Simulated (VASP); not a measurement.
The system is Na2IF.

```
F I Na
1.0
     1.90677    1.10087    6.11844
    -1.90677    1.10087    6.11844
     0.00000   -2.20175    6.11844
F I Na
1 1 2
Direct
  0.00000 0.00000 0.00000
  0.50000 0.50000 0.50000
  0.27558 0.27558 0.27558
  0.72442 0.72442 0.72442
```

This cell differs from its parent crystal: strain -4.6%.

Base run:

| Quantity | Value |
| --- | --- |
| Program | VASP 6.6.1 |
| Functional | PBE |
| Potentials or basis | VASP PAW PBE potentials, release 64 (F, I, Na_pv) |
| Cutoff | 520 eV |
| k mesh | 8 × 8 × 8 |
| Occupations | fermi-dirac, width 0.02 eV |
| Spin | no spin polarisation |

Its results: band gap on the k mesh 1.77 eV; pressure 6.1 GPa; largest force 0.041 eV/Å.

The run is repeated on the same cell with these changes: functional from PBE to r2SCAN; occupations from fermi-dirac, width 0.02 eV to gaussian, width 0.01 eV. What comes out?

Band gap on the k mesh 2.34 eV; pressure 4.6 GPa; largest force 0.006 eV/Å.

Caveats: the cell stands under pressure; spin-orbit coupling is left out, which moves the levels of the heavy elements; the PAW data sets were made with another functional, which shifts forces and pressure a little (at least some runs).

A k mesh can miss the band edges.
